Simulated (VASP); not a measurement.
Write the native input for VASP 6.6.1 that does the following.

```yaml
Task: single point
Functional: PBE
Potentials_or_basis: VASP PAW PBE potentials, release 64 (Ta_pv, H)
Cutoff: 520 eV
k_mesh: 12 × 12 × 4
Occupations: gaussian, width 0.1 eV
Spin: no spin polarisation
Dipole_correction: no
Further_INCAR_settings: ALGO = Normal; EDIFF = 1e-07; NBANDS = 16
```

The structure of TaH4 lies in POSCAR:

```
TaH4
1.0
    2.8621747456      0.0000000000      0.0000000000
   -1.4310873728      2.4787160398      0.0000000000
    0.0000000000      0.0000000000      8.8387474651
Ta H
1 4
Direct
    0.0000000000      0.0000000000      0.0000000000
    0.0000000000      0.0000000000      0.4576847001
    0.0000000000      0.0000000000      0.5423152999
    0.6666666667      0.3333333333      0.8707918483
    0.3333333333      0.6666666667      0.1292081517
```

These files were run (other wordings do the same):

INCAR

```
SYSTEM = TaH4
  PREC = Accurate
  ENCUT = 520
  EDIFF = 1E-7
  ISMEAR = 0
  SIGMA = 0.1
  LREAL = .FALSE.
  LASPH = .TRUE.
  NELM = 100
  ALGO = Normal
  ISIF = 2
  LWAVE = .FALSE.
  LCHARG = .FALSE.
  GGA = PE
  NBANDS = 16
```

KPOINTS

```
regular mesh
0
G
  12 12 4
  0 0 0
```

Potentials or basis: VASP PAW PBE potentials, release 64 (Ta_pv, H).

Run with:

```bash
$ cat potpaw_PBE.64/Ta_pv/POTCAR potpaw_PBE.64/H/POTCAR > POTCAR
$ mpirun -np 1 vasp_std > vasp.out
```

It gave:

```json
{"Pressure": "-0.1 GPa", "Largest force": "0.011 eV/Å", "Band gap on the k mesh": "zero (an odd number of electrons rules out a gap without spin polarisation)"}
```

Caveat: spin-orbit coupling is left out, which moves the levels of the heavy elements; an odd number of electrons without spin polarisation forces a metal; a magnetic or distorted state may lie lower.

Wall time 36 s on 1 thread of Intel(R) Xeon(R) 6975P-C (Granite Rapids), on a shared host, peak memory 0.22 GiB.
